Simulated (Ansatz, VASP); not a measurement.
# One calculation of GaCo, two programs

File INCAR:

```
ALGO     = Fast           # electronic algorithm
EDIFF    = 1E-6           # SCF threshold, eV
EDIFFG   = -0.04          # ionic threshold
ENCUT    = 600            # plane-wave cutoff, eV
GGA      = PE             # functional
IBRION   = 2              # ionic algorithm
ISIF     = 3              # what is computed and relaxed
ISMEAR   = 0              # smearing method
ISPIN    = 2              # spin polarisation
LASPH    = True           # aspherical terms in the spheres
LCHARG   = False          # write CHGCAR
LMAXMIX  = 4              # l up to which the mixer works
LORBIT   = 11             # projections on sites
LREAL    = False          # projectors in reciprocal space
LWAVE    = False          # write WAVECAR
MAGMOM   = 0 0 1.01 1.01  # initial moments
NELM     = 150            # most SCF steps
NSW      = 90             # ionic steps
PREC     = Accurate       # precision mode
SIGMA    = 0.1            # smearing width, eV
```

The input KPOINTS:

```
k-points
0
Gamma
  6 6 6
```

POSCAR

```
GaCo
1.0
    0.0000000000      2.8827075894      2.8827075894
    2.8827075894      0.0000000000      2.8827075894
    2.8827075894      2.8827075894      0.0000000000
Ga Co
2 2
Direct
    0.5000000000      0.5000000000      0.5000000000
    0.7500000000      0.7500000000      0.7500000000
    0.0000000000      0.0000000000      0.0000000000
    0.2500000000      0.2500000000      0.2500000000
```

Input for Ansatz:

```yaml
crystal:
  lattice:
    - [0.0, 2.8827075894, 2.8827075894]
    - [2.8827075894, 0.0, 2.8827075894]
    - [2.8827075894, 2.8827075894, 0.0]
  atoms:
    - { symbol: Ga, position: [0.5, 0.5, 0.5] }
    - { symbol: Ga, position: [0.75, 0.75, 0.75] }
    - { symbol: Co, position: [0.0, 0.0, 0.0], spin: 1.01 }
    - { symbol: Co, position: [0.25, 0.25, 0.25], spin: 1.01 }
basis:
  ecutwfc: 420
kpoints:
  mp_grid: { grid: [6, 6, 6] }
hamiltonian:
  xc: pbe
scf:
  occupations: { method: gaussian, width: 0.1 }
  lower_state_search: "off"
output:
  forces: true
  stress: true
  eigenvalues: true
  populations: true
magnetization:
  spin_polarized: true
relax:
  adjacent_minimum: "off"
  f_tol: 0.04
  max_steps: 70
  cell: { stress_tol: 0.4 }
```

Alike in both runs: task relaxation of cell and atoms; functional PBE; k mesh 6 × 6 × 6; occupations gaussian, width 0.1 eV; collinear spin.

```csv
,VASP,Ansatz
version,VASP 6.6.1,Ansatz 0.2.0
potentials or method,"VASP PAW PBE potentials, release 64 (Ga_d, Co), cutoff 600 eV","scalar-relativistic, plane waves, PAW"
valence electrons in the cell,44,60
```

```tsv
	VASP	Ansatz	Ansatz less VASP
gap on the k mesh at the Fermi level, each at its own relaxed structure (eV)	none	none	-
net moment per atom (μB)	0.53	0.54	+0.005
size of the moment on the site where the two differ most (μB)	1.10	1.13	+0.024
relaxed volume (Å³/atom)	12.63	12.63	-0.003
relaxed cell length with the largest relative difference (Å)	4.150	4.149	-0.0004
```

Site moments also hang on the region over which each program counts them. A gap of «none» marks a metal or a gap that the smearing closes. VASP's potentials hold 44 valence electrons a cell and Ansatz's 60, so a difference there can come from the potentials and not from the codes.
